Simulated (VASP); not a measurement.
Write the native input for VASP 6.6.1 that does the following.

| Item | Value |
| --- | --- |
| Task | single point |
| Functional | PBE |
| Potentials or basis | VASP PAW PBE potentials, release 64 (Ge_d, Sb, Te) |
| Cutoff | 520 eV |
| k mesh | 10 × 10 × 4 |
| Occupations | gaussian, width 0.1 eV |
| Spin | no spin polarisation |
| Dipole correction | no |
| k mesh for the DOS | 15 × 15 × 6 |
| Occupations for the DOS | tetrahedron |
| Further INCAR settings | ALGO = Normal; EDIFF = 1e-06 |

The system is GeSbTe3.

```
CELL_PARAMETERS angstrom
4.18471 0.00000 0.00000
0.00000 4.18471 0.00000
0.00000 0.00000 9.20161
ATOMIC_POSITIONS crystal
Ge 0.00000 0.00000 0.00000
Sb 0.50000 0.50000 0.50000
Te 0.50000 0.50000 0.16245
Te 0.50000 0.50000 0.83755
Te 0.00000 0.00000 0.50000
```

One way to write it, as run:

POSCAR

```
GeSbTe3
1.0
    4.1847072868      0.0000000000      0.0000000000
    0.0000000000      4.1847072868      0.0000000000
    0.0000000000      0.0000000000      9.2016051750
Ge Sb Te
1 1 3
Direct
    0.0000000000      0.0000000000      0.0000000000
    0.5000000000      0.5000000000      0.5000000000
    0.5000000000      0.5000000000      0.1624466045
    0.5000000000      0.5000000000      0.8375533955
    0.0000000000      0.0000000000      0.5000000000
```

INCAR.step1

```
SYSTEM = GeSbTe3
  PREC = Accurate
  ENCUT = 520
  EDIFF = 1E-6
  ISMEAR = 0
  SIGMA = 0.1
  LREAL = .False.
  LASPH = .True.
  NELM = 100
  ALGO = Normal
  ISIF = 2
  LWAVE = .False.
  LCHARG = .True.
  GGA = PE
  NBANDS = 26
```

KPOINTS.step1

```
Automatic mesh
0
Gamma
  10 10 4
  0 0 0
```

INCAR.step2

```
SYSTEM = GeSbTe3
  PREC = Accurate
  ENCUT = 520
  EDIFF = 1E-6
  ISMEAR = -5
  SIGMA = 0.1
  LREAL = .False.
  LASPH = .True.
  NELM = 100
  ALGO = Normal
  ISIF = 2
  LWAVE = .False.
  LCHARG = .False.
  GGA = PE
  LORBIT = 10
  NEDOS = 1001
  ICHARG = 11
```

KPOINTS.step2

```
Automatic mesh
0
Gamma
  15 15 6
  0 0 0
```

Potentials or basis: VASP PAW PBE potentials, release 64 (Ge_d, Sb, Te).

Command:

```console
$ cat potpaw_PBE.64/Ge_d/POTCAR potpaw_PBE.64/Sb/POTCAR potpaw_PBE.64/Te/POTCAR > POTCAR
$ cp INCAR.step1 INCAR
$ cp KPOINTS.step1 KPOINTS
$ mpirun -np 1 vasp_std > vasp.out
$ cp INCAR.step2 INCAR
$ cp KPOINTS.step2 KPOINTS
$ mpirun -np 1 vasp_std > vasp.out
```

Results of the run:

| Item | Value |
| --- | --- |
| Valence electrons inside the program's atomic spheres | Ge 11.95; Sb 2.34; Te 3.30, 3.38 (each value once) |

It took 9.7 min on 1 thread of Intel Xeon 8259CL, with other jobs on the host, peak memory 0.66 GiB.
